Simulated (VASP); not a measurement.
# Sn: single point with PBEsol

Crystal: Sn.

```xyz
4
Lattice="3.2704 3.2704 0.0000 -3.2704 3.2704 0.0000 0.0000 0.0000 6.5407" Properties=species:S:1:pos:R:3 pbc="T T T"
Sn    0.0000    3.2704    3.2704
Sn    0.0000    0.0000    0.0000
Sn    1.6352    1.6352    1.6352
Sn   -1.6352    1.6352    4.9055
```

This isn't the form of Sn at room conditions, which is tetragonal (white tin).

* Program: VASP 6.6.1
* Task: single point
* Functional: PBEsol
* Potentials or basis: VASP PAW PBE potentials, release 64 (Sn_d)
* Cutoff: 500 eV
* k mesh: 10 × 10 × 8
* Occupations: gaussian, width 0.1 eV
* Spin: no spin polarisation
* Dipole correction: no
* Further INCAR settings: ALGO = Normal; EDIFF = 1e-06; NBANDS = 36

```
Pressure               : -0.1 GPa
Band gap on the k mesh : zero (bands 28 and 29 overlap by 0.19 eV)
```

Levels at points of the mesh, in eV from the Fermi level:
```csv
k point,band 25,band 26,band 27,band 28,band 29,band 30,band 31,band 32
"(0.00, 0.00, 0.00)",-2.37,-0.83,0.11,0.11,0.11,0.81,0.81,2.17
"(0.50, 0.00, 0.00)",-2.92,-2.92,-1.12,-1.12,1.50,1.50,3.93,3.93
"(0.50, 0.50, 0.00)",-2.37,-2.37,-2.37,-2.37,0.81,0.81,0.81,0.81
"(0.00, 0.00, 0.50)",-1.53,-1.53,-1.53,-1.53,0.97,0.97,2.11,2.11
"(0.50, 0.00, 0.50)",-1.06,-1.06,-1.06,-1.06,-0.08,-0.08,3.23,3.23
"(0.50, 0.50, 0.50)",-2.94,-2.94,-2.94,-2.94,3.35,3.35,3.35,3.35
```

Wall time 7.2 min on 1 thread of Oxide Virtual Turin-like Processor, with other jobs on the host, peak memory 0.43 GiB.

Caveat: the PAW data sets were made with another functional, which shifts forces and pressure a little; spin-orbit coupling is left out, which moves the levels of the heavy elements.
